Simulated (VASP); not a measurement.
Write the native input for VASP 6.6.1 that does the following.

* Task: single point
* Functional: PBE
* Potentials or basis: VASP PAW PBE potentials, release 64 (Ta_pv, Si)
* Cutoff: 520 eV
* k mesh: 13 × 13 × 13
* Occupations: fermi-dirac, width 0.05 eV
* Spin: no spin polarisation
* Dipole correction: no
* Further INCAR settings: ALGO = Normal; EDIFF = 1e-06; NBANDS = 14

The structure of TaSi (rocksalt type) lies in POSCAR:

```
TaSi
1.0
    0.0000000000      2.5799627179      2.5799627179
    2.5799627179      0.0000000000      2.5799627179
    2.5799627179      2.5799627179      0.0000000000
Ta Si
1 1
Direct
    0.0000000000      0.0000000000      0.0000000000
    0.5000000000      0.5000000000      0.5000000000
```

These files were run (other wordings do the same):

INCAR

```
PREC = Accurate ; ENCUT = 520
EDIFF = 1E-6 ; ISMEAR = -1
SIGMA = 0.05 ; LREAL = False
LASPH = True ; NELM = 60
ALGO = Normal ; ISIF = 2
LWAVE = False ; LCHARG = True
GGA = PE ; LELF = True
LVHAR = True ; NBANDS = 14
```

KPOINTS

```
regular mesh
0
Gamma
  13 13 13
```

Potentials or basis: VASP PAW PBE potentials, release 64 (Ta_pv, Si).

Launch:

```bash
$ cat potpaw_PBE.64/Ta_pv/POTCAR potpaw_PBE.64/Si/POTCAR > POTCAR
$ mpirun -np 1 vasp_std > vasp.out
```

It gave:

```json
{"Pressure": "-0.8 GPa"}
```

Run time: 20 s on 1 thread of Intel(R) Xeon(R) Platinum 8559C (Emerald Rapids) (shared host), peak memory 0.18 GiB.
